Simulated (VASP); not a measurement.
# TiCo3 (Pm-3m) in VASP: notebook

The runs below take TiCo3 through single point, with PBEsol.

Everything below comes from runs of VASP 6.6.1. Logs are shortened: lines on timing, memory, paths and dates and some standing lists are left out, and cuts for length are marked.

## Step 1: The cell of the first run

The structure is cubic, space group Pm-3m (No. 221). Conventional cell: a = 3.498 Å, b = 3.498 Å, c = 3.498 Å, α = 90.00°, β = 90.00°, γ = 90.00°. Within 3.3 Å of Co (site symmetry 4/mmm) lie 8 Co at 2.47 Å and 4 Ti at 2.47 Å. Ti (site symmetry m-3m) has 12 Co at 2.47 Å within 3.3 Å.

## Step 2: Single point, PBEsol, collinear spin, ferromagnetic start

Contents of INCAR:

```
PREC = Accurate ; ENCUT = 520
EDIFF = 1E-6 ; ISMEAR = -1
SIGMA = 0.05 ; LREAL = False
LASPH = True ; NELM = 150
ALGO = Fast ; ISIF = 2
LWAVE = False ; LCHARG = True
ISPIN = 2 ; MAGMOM = 2 2 2 1
LORBIT = 11 ; LMAXMIX = 4
GGA = PS ; LELF = True
LVHAR = True ; NBANDS = 32
```

Contents of KPOINTS:

```
Automatic mesh
0
Gamma
  8 8 8
```

Contents of POSCAR:

```
TiCo3
1.0
    3.4981019942      0.0000000000      0.0000000000
    0.0000000000      3.4981019942      0.0000000000
    0.0000000000      0.0000000000      3.4981019942
Co Ti
3 1
Direct
    0.5000000000      0.5000000000      0.0000000000
    0.5000000000      0.0000000000      0.5000000000
    0.0000000000      0.5000000000      0.5000000000
    0.0000000000      0.0000000000      0.0000000000
```

Potentials or basis: VASP PAW PBE potentials, release 64 (Co, Ti_sv).

Started as:

```
cat potpaw_PBE.64/Co/POTCAR potpaw_PBE.64/Ti_sv/POTCAR > POTCAR
mpirun -np 1 vasp_std > vasp.out
```

OUTCAR:

```text
PREC = Accurate
   ENCUT = 520
   EDIFF = 1E-6
   ISMEAR = -1
   LREAL = False
   LASPH = True
   NELM = 150
   ISIF = 2
   ISPIN = 2
   LORBIT = 11
   GGA = PS

 ion  position               nearest neighbor table
   1  0.500  0.500  0.000-   2 2.47   3 2.47   4 2.47   2 2.47   3 2.47   2 2.47   4 2.47   2 2.47
                             3 2.47   4 2.47   3 2.47   4 2.47
   2  0.500  0.000  0.500-   1 2.47   3 2.47   4 2.47   1 2.47   4 2.47   1 2.47   3 2.47   1 2.47
                             3 2.47   4 2.47   4 2.47   3 2.47
   3  0.000  0.500  0.500-   1 2.47   2 2.47   4 2.47   1 2.47   4 2.47   2 2.47   4 2.47   4 2.47
                             1 2.47   2 2.47   1 2.47   2 2.47
   4  0.000  0.000  0.000-   1 2.47   2 2.47   3 2.47   2 2.47   3 2.47   1 2.47   3 2.47   3 2.47
                             1 2.47   2 2.47   2 2.47   1 2.47

  LATTYP: Found a simple cubic cell.
 ALAT       =     3.4981019942

  Lattice vectors:

 A1 = (   3.4981019942,   0.0000000000,   0.0000000000)
 A2 = (   0.0000000000,   3.4981019942,   0.0000000000)
 A3 = (   0.0000000000,   0.0000000000,   3.4981019942)

Analysis of symmetry for initial positions (statically):
=====================================================================
 Subroutine PRICEL returns:
 Original cell was already a primitive cell.

 Routine SETGRP: Setting up the symmetry group for a
 simple cubic supercell.

 Subroutine GETGRP returns: Found 48 space group operations
 (whereof 48 operations were pure point group operations)
 out of a pool of 48 trial point group operations.

The static configuration has the point symmetry O_h .

Analysis of symmetry for dynamics (positions and initial velocities):
=====================================================================
 Subroutine PRICEL returns:
 Original cell was already a primitive cell.

 Routine SETGRP: Setting up the symmetry group for a
 simple cubic supercell.

 Subroutine GETGRP returns: Found 48 space group operations
 (whereof 48 operations were pure point group operations)
 out of a pool of 48 trial point group operations.

The dynamic configuration has the point symmetry O_h .

Analysis of structural, dynamic, and magnetic symmetry:
=====================================================================
 Subroutine PRICEL returns:
 Original cell was already a primitive cell.

 Routine SETGRP: Setting up the symmetry group for a
 simple cubic supercell.

 Subroutine GETGRP returns: Found 48 space group operations
 (whereof 48 operations were pure point group operations)
 out of a pool of 48 trial point group operations.

The overall configuration has the point symmetry O_h .

 Subroutine INISYM returns: Found 48 space group operations
 (whereof 48 operations are pure point group operations),
 and found     1 'primitive' translations

----------------------------------------------------------------------------------------

                                     Primitive cell

  volume of cell :      42.8053

  direct lattice vectors                    reciprocal lattice vectors
     3.498101994  0.000000000  0.000000000     0.285869309  0.000000000  0.000000000
     0.000000000  3.498101994  0.000000000     0.000000000  0.285869309  0.000000000
     0.000000000  0.000000000  3.498101994     0.000000000  0.000000000  0.285869309

  length of vectors
     3.498101994  3.498101994  3.498101994     0.285869309  0.285869309  0.285869309

  position of ions in fractional coordinates (direct lattice)
     0.500000000  0.500000000  0.000000000
     0.500000000  0.000000000  0.500000000
     0.000000000  0.500000000  0.500000000
     0.000000000  0.000000000  0.000000000

  ion indices of the primitive-cell ions
   primitive index   ion index
                 1           1
                 2           2
                 3           3
                 4           4

----------------------------------------------------------------------------------------

 KPOINTS: Automatic mesh

Automatic generation of k-mesh.
 Grid dimensions read from file:
 generate k-points for:    8    8    8

 Generating k-lattice:

  Cartesian coordinates                     Fractional coordinates (reciprocal lattice)
     0.035733664  0.000000000  0.000000000     0.125000000  0.000000000  0.000000000
     0.000000000  0.035733664  0.000000000     0.000000000  0.125000000  0.000000000
     0.000000000  0.000000000  0.035733664     0.000000000  0.000000000  0.125000000

  Length of vectors
     0.035733664  0.035733664  0.035733664

  Shift w.r.t. Gamma in fractional coordinates (k-lattice)
     0.000000000  0.000000000  0.000000000

 Subroutine IBZKPT returns following result:
 ===========================================

 Found     35 irreducible k-points:

 Following reciprocal coordinates:
            Coordinates               Weight
  0.000000  0.000000  0.000000      1.000000
  0.125000  0.000000  0.000000      6.000000
  0.250000  0.000000  0.000000      6.000000
  0.375000  0.000000  0.000000      6.000000
  0.500000  0.000000  0.000000      3.000000
  0.125000  0.125000  0.000000     12.000000
[... 16 lines left out ...]
  0.375000  0.375000  0.125000     24.000000
  0.500000  0.375000  0.125000     24.000000
 [... further k-points ...]
   k-points           NKPTS =     35   k-points in BZ     NKDIM =     35   number of bands    NBANDS=     32
   number of dos      NEDOS =    301   number of ions     NIONS =      4
   total plane-waves  NPLWV =  21952
   dimension x,y,z NGX =    28 NGY =   28 NGZ =   28
   dimension x,y,z NGXF=    56 NGYF=   56 NGZF=   56
   ions per type =               3   1
   NGX,Y,Z   is equivalent  to a cutoff of  13.31, 13.31, 13.31 a.u.
   NGXF,Y,Z  is equivalent  to a cutoff of  26.61, 26.61, 26.61 a.u.
 SYSTEM =  unknown system
   PREC   = accura    normal or accurate (medium, high low for compatibility)
   ISTART =      0    job   : 0-new  1-cont  2-samecut
   ICHARG =      2    charge: 1-file 2-atom 10-const
   ISPIN  =      2    spin polarized calculation?
   LNONCOLLINEAR =      F non collinear calculations
   LSORBIT =      F    spin-orbit coupling
   LASPH  =      T    aspherical Exc in radial PAW
   ENCUT  =  520.0 eV  38.22 Ry    6.18 a.u.   6.50  6.50  6.50*2*pi/ulx,y,z
   NELM   =    150;   NELMIN=  2; NELMDL= -5     # of ELM steps
   EDIFF  = 0.1E-05   stopping-criterion for ELM
   LREAL  =      F    real-space projection
   EDIFFG = 0.1E-04   stopping-criterion for IOM
   NSW    =      0    number of steps for IOM
   IBRION =     -1    ionic relax: 0-MD 1-quasi-New 2-CG
   NFREE  =      0    steps in history (QN), initial steepest desc. (CG)
   ISIF   =      2    stress and relaxation
   ISYM   =      2    0-nonsym 1-usesym 2-fastsym
   POTIM  = 0.5000    time-step for ionic-motion
   TEBEG  =    0.0;   TEEND  =   0.0 temperature during run
   PSTRESS=    0.0 pullay stress
   NELECT =      39.0000    total number of electrons
   NUPDOWN=      -1.0000    fix difference up-down
   EMIN   =  10.00;   EMAX   =-10.00  energy-range for DOS
   EFERMI =   0.00;   METHOD = LEGACY
   ISMEAR =    -1;   SIGMA  =   0.05  broadening in eV -4-tet -1-fermi 0-gaus
   EFERMI_NEDOS =   21; number of points for ismear=-14 and -15
   IALGO  =     68    algorithm
   IMIX   =      4    mixing-type and parameters
     AMIX     =   0.40;   BMIX     =  1.00
     AMIX_MAG =   1.60;   BMIX_MAG =  1.00
  volume/ion in A,a.u.               =      10.70        72.22
  Fermi-wavevector in a.u.,A,eV,Ry     =   1.587074  2.999135 34.270416  2.518805
  Thomas-Fermi vector in A             =   2.686288
   LORBIT       =     11    0 simple, 1 ext, 2 COOP (PROOUT), +10 PAW based schemes
   GGA     = PS    functional components
   LHFCALC =     F    Hartree Fock is set to
   AEXX    =    0.0000 exact exchange contribution
   IVDW    =     0    specifies the selected vdW correction
   LEPSILON=     F    determine dielectric tensor
   LRPA    =     F    only Hartree local field effects (RPA)
 spin polarized calculation
 RMM-DIIS sequential band-by-band and
  energy-cutoff  :      520.00
  volume of cell :       42.81
 maximum number of plane-waves:      1189
 NGX is ok and might be reduce to    28
   NGX = 13   NGY = 13   NGZ = 13

 number of electron      38.9999959 magnetization       0.4076958

 Free energy of the ion-electron system (eV)
  ---------------------------------------------------
  ext. energy  EPLUGINS =         0.00000000
  ---------------------------------------------------
  free energy    TOTEN  =       -32.72144461 eV

  energy without entropy =      -32.67893886  energy(sigma->0) =      -32.70019173

 E-fermi :  11.0634     XC(G=0): -13.8207

 val. band max:       11.0633633513   @ k =   0.3750   0.3750   0.3750
 cond. band min:      11.0643289221   @ k =   0.3750   0.2500   0.1250
 fundamental gap:      0.0009655708
 Fermi energy:        11.0634492731

 spin component 1

 k-point     1 :       0.0000    0.0000    0.0000
  band No.  band energies     occupation
      1     -44.9771      1.00000
      2     -21.3501      1.00000
      3     -21.3501      1.00000
      4     -21.3501      1.00000
      5       2.7337      1.00000
      6       6.3469      1.00000
[... 23 lines left out ...]
     30      23.4599      0.00000
     31      23.4600      0.00000

 k-point     2 :       0.1250    0.0000    0.0000
  band No.  band energies     occupation
      1     -44.9761      1.00000
      2     -21.3630      1.00000
      3     -21.3507      1.00000
      4     -21.3507      1.00000
      5       2.9563      1.00000
      6       6.4439      1.00000
[... 23 lines left out ...]
     30      23.3923      0.00000
     31      24.4408      0.00000

 k-point     3 :       0.2500    0.0000    0.0000
  band No.  band energies     occupation
      1     -44.9737      1.00000
      2     -21.3942      1.00000
      3     -21.3523      1.00000
      4     -21.3523      1.00000
      5       3.5983      1.00000
      6       6.6076      1.00000
[... 703 lines left out ...]
     30      23.0283      0.00000
     31      23.5124      0.00000

 k-point    24 :       0.5000    0.3750    0.1250
  band No.  band energies     occupation
      1     -44.9664      1.00000
      2     -21.4210      1.00000
      3     -21.4095      1.00000
      4     -21.3646      1.00000
      5       6.6198      1.00000
      6       7.0340      1.00000
[... 23 lines left out ...]
     30      22.3042      0.00000
     31      23.8718      0.00000

 [... further k-points ...]

 spin component 2

 k-point     1 :       0.0000    0.0000    0.0000
  band No.  band energies     occupation
      1     -45.0238      1.00000
      2     -21.3974      1.00000
      3     -21.3974      1.00000
      4     -21.3974      1.00000
      5       2.7378      1.00000
      6       6.4201      1.00000
[... 23 lines left out ...]
     30      23.4963      0.00000
     31      23.4966      0.00000

 k-point     2 :       0.1250    0.0000    0.0000
  band No.  band energies     occupation
      1     -45.0228      1.00000
      2     -21.4103      1.00000
      3     -21.3980      1.00000
      4     -21.3980      1.00000
      5       2.9606      1.00000
      6       6.5177      1.00000
[... 23 lines left out ...]
     30      23.4439      0.00000
     31      24.9421      0.00000

 k-point     3 :       0.2500    0.0000    0.0000
  band No.  band energies     occupation
      1     -45.0204      1.00000
      2     -21.4414      1.00000
      3     -21.3996      1.00000
      4     -21.3996      1.00000
      5       3.6034      1.00000
      6       6.6787      1.00000
[... 703 lines left out ...]
     30      23.0547      0.00000
     31      23.5433      0.00000

 k-point    24 :       0.5000    0.3750    0.1250
  band No.  band energies     occupation
      1     -45.0131      1.00000
      2     -21.4682      1.00000
      3     -21.4567      1.00000
      4     -21.4119      1.00000
      5       6.6497      1.00000
      6       7.0673      1.00000
[... 23 lines left out ...]
     30      22.3288      0.00000
     31      23.9100      0.00000

 [... further k-points ...]

 [bands above 31 left out]

------------------------ aborting loop because EDIFF is reached ----------------------------------------

  FORCE on cell =-STRESS in cart. coord.  units (eV):
  Direction    XX          YY          ZZ          XY          YZ          ZX
  --------------------------------------------------------------------------------------
  -------------------------------------------------------------------------------------
  Total        1.4623402      1.4623402      1.4623402      0.0000000      0.0000000      0.0000000
  in kB       54.7345575     54.7345575     54.7345575      0.0000000      0.0000000      0.0000000
  external PRESSURE =      54.7345575 kB  Pullay stress =       0.0000000 kB

 VOLUME and BASIS-vectors are now :
 -----------------------------------------------------------------------------
  energy-cutoff  :      520.00
  volume of cell :       42.81
      direct lattice vectors                 reciprocal lattice vectors
     3.498101994  0.000000000  0.000000000     0.285869309  0.000000000  0.000000000
     0.000000000  3.498101994  0.000000000     0.000000000  0.285869309  0.000000000
     0.000000000  0.000000000  3.498101994     0.000000000  0.000000000  0.285869309

 POSITION                                       TOTAL-FORCE (eV/Angst)
 -----------------------------------------------------------------------------------
      1.74905      1.74905      0.00000         0.000000      0.000000      0.000000
      1.74905      0.00000      1.74905         0.000000      0.000000      0.000000
      0.00000      1.74905      1.74905         0.000000      0.000000      0.000000
      0.00000      0.00000      0.00000         0.000000      0.000000      0.000000
 -----------------------------------------------------------------------------------
    total drift:                                0.000000      0.000000      0.000000

  FREE ENERGIE OF THE ION-ELECTRON SYSTEM (eV)
  ---------------------------------------------------
  free  energy   TOTEN  =       -32.7214446060 eV

  energy  without entropy=      -32.6789388577  energy(sigma->0) =      -32.70019173

 total charge

# of ion       s       p       d       tot
------------------------------------------
    1        0.541   0.569   7.377   8.488
    2        0.541   0.569   7.377   8.488
    3        0.541   0.569   7.377   8.488
    4        2.287   6.224   2.029  10.541
--------------------------------------------------
tot          3.911   7.932  24.161  36.004

 magnetization (x)

# of ion       s       p       d       tot
------------------------------------------
    1       -0.001  -0.002   0.159   0.157
    2       -0.001  -0.002   0.159   0.157
    3       -0.001  -0.002   0.159   0.157
    4       -0.001  -0.004  -0.049  -0.055
--------------------------------------------------
tot         -0.003  -0.010   0.429   0.415
```

Wall time 70 s (1 thread of Intel Xeon 6975P-C (Granite Rapids), shared host); peak memory 0.21 GiB.

What came out:

* Free energy: -32.7214 eV
* Pressure: 5.5 GPa
* Net moment: 0.41 μB per cell
* Site moments: Co +0.16; Ti -0.06 μB
* Valence electrons inside the program's atomic spheres: Co 8.49; Ti 10.54

Caveat: the cell stands under pressure; the PAW data sets were made with another functional, which shifts forces and pressure a little.

## Step 3: Single point, PBEsol, collinear spin, ferromagnetic start

This run uses another cell than the first one, of 11.16 Å³/atom.

Contents of INCAR:

```
PREC = Accurate
ENCUT = 520
EDIFF = 1E-6
ISMEAR = -1
SIGMA = 0.05
LREAL = False
LASPH = True
NELM = 150
ALGO = Normal
ISIF = 2
LWAVE = False
LCHARG = True
ISPIN = 2
MAGMOM = 2 2 2 1
LORBIT = 11
LMAXMIX = 4
GGA = PS
LELF = True
LVHAR = True
NBANDS = 32
```

KPOINTS is that of step 2.

Contents of POSCAR:

```
TiCo3
1.0
    3.5470328349      0.0000000000      0.0000000000
    0.0000000000      3.5470328349      0.0000000000
    0.0000000000      0.0000000000      3.5470328349
Co Ti
3 1
Direct
    0.5000000000      0.5000000000      0.0000000000
    0.5000000000      0.0000000000      0.5000000000
    0.0000000000      0.5000000000      0.5000000000
    0.0000000000      0.0000000000      0.0000000000
```

Potentials or basis: VASP PAW PBE potentials, release 64 (Co, Ti_sv).

Started as:

```
cat potpaw_PBE.64/Co/POTCAR potpaw_PBE.64/Ti_sv/POTCAR > POTCAR
mpirun -np 1 vasp_std > vasp.out
```

Run time: 58 s. Hardware: 1 thread of Intel Xeon 6975P-C (Granite Rapids), shared host; peak memory 0.21 GiB.

Results (log left out):

```
Free energy                                           : -32.7266 eV
Pressure                                              : -4.2 GPa
Net moment                                            : 0.74 μB per cell
Site moments                                          : Co +0.29; Ti -0.11 μB
Valence electrons inside the program's atomic spheres : Co 8.40; Ti 10.46
```

Levels at points of the mesh, in eV from the Fermi level:
Spin up:
```
           k point  band 16  band 17  band 18  band 19  band 20  band 21  band 22  band 23  band 24  band 25
(0.00, 0.00, 0.00)    -0.29     0.26     0.54     0.54     0.54     2.52     2.52     3.36     3.36     3.36
(0.50, 0.00, 0.00)    -0.94    -0.73    -0.73    -0.70    -0.13     0.54     1.20     1.20     1.90     2.52
(0.50, 0.50, 0.00)    -1.33    -1.09    -1.03    -1.03    -0.52    -0.52     1.73     1.73     2.08     2.08
(0.50, 0.50, 0.50)    -1.08    -0.09     0.31     0.31     0.31     0.83     0.83     0.83     2.14     2.14
```
Spin down:
```csv
k point,band 16,band 17,band 18,band 19,band 20,band 21,band 22,band 23
"(0.00, 0.00, 0.00)",0.10,0.64,0.83,0.83,0.83,2.65,2.65,3.37
"(0.50, 0.00, 0.00)",-0.59,-0.49,-0.49,-0.35,0.27,0.83,1.21,1.21
"(0.50, 0.50, 0.00)",-1.29,-0.75,-0.65,-0.65,-0.29,-0.25,1.73,1.73
"(0.50, 0.50, 0.50)",-0.91,-0.06,0.63,0.63,0.63,0.81,0.81,0.81
```

Caveat: the cell stands under tension; the PAW data sets were made with another functional, which shifts forces and pressure a little.

## Step 4: Single point, PBEsol, collinear spin, ferromagnetic start

This run uses another cell than the first one, of 11.38 Å³/atom.

Contents of INCAR:

```
ALGO = Fast ; EDIFF = 1E-7
ENCUT = 520 ; GGA = PS
ISIF = 2 ; ISMEAR = -1
ISPIN = 2 ; LASPH = True
LCHARG = False ; LMAXMIX = 4
LORBIT = 11 ; LREAL = False
LWAVE = False ; MAGMOM = 2 2 2 1
NBANDS = 32 ; NELM = 150
PREC = Accurate ; SIGMA = 0.05
```

Contents of KPOINTS:

```
k-points
0
Gamma
  8 8 8
```

Contents of POSCAR:

```
TiCo3
1.0
    3.5710000000      0.0000000000      0.0000000000
    0.0000000000      3.5710000000      0.0000000000
    0.0000000000      0.0000000000      3.5710000000
Co Ti
3 1
Direct
    0.5000000000      0.5000000000      0.0000000000
    0.5000000000      0.0000000000      0.5000000000
    0.0000000000      0.5000000000      0.5000000000
    0.0000000000      0.0000000000      0.0000000000
```

Started as:

```
cat potpaw_PBE.64/Co/POTCAR potpaw_PBE.64/Ti_sv/POTCAR > POTCAR
mpirun -np 1 vasp_std > vasp.out
```

Wall time 75 s (1 thread of Intel Xeon 6975P-C (Granite Rapids), shared host); peak memory 0.22 GiB.

The run converged. Its results:

| Quantity | Value |
| --- | --- |
| Free energy | -32.6910 eV |
| Pressure | -8.2 GPa |
| Net moment | 0.93 μB per cell |
| Site moments | Co +0.37; Ti -0.14 μB |
| Valence electrons inside the program's atomic spheres | Co 8.36; Ti 10.42 |

Levels at points of the mesh, in eV from the Fermi level:
Spin up:
```
           k point  band 17  band 18  band 19  band 20  band 21  band 22  band 23  band 24
(0.00, 0.00, 0.00)     0.19     0.47     0.47     0.47     2.44     2.44     3.29     3.29
(0.50, 0.00, 0.00)    -0.75    -0.75    -0.74    -0.20     0.47     1.17     1.17     1.84
(0.50, 0.50, 0.00)    -1.11    -1.06    -1.06    -0.56    -0.55     1.68     1.68     1.97
(0.50, 0.50, 0.50)    -0.08     0.24     0.24     0.24     0.80     0.80     0.80     2.06
```
Spin down:
```tsv
k point	band 16	band 17	band 18	band 19	band 20	band 21	band 22	band 23
(0.00, 0.00, 0.00)	0.13	0.66	0.84	0.84	0.84	2.59	2.59	3.29
(0.50, 0.00, 0.00)	-0.55	-0.45	-0.45	-0.31	0.30	0.84	1.18	1.18
(0.50, 0.50, 0.00)	-1.24	-0.69	-0.60	-0.60	-0.25	-0.21	1.68	1.68
(0.50, 0.50, 0.50)	-0.86	-0.05	0.65	0.65	0.65	0.77	0.77	0.77
```

Caveat: the cell stands under tension; the PAW data sets were made with another functional, which shifts forces and pressure a little.

(Part 1 of 2 ends here.)
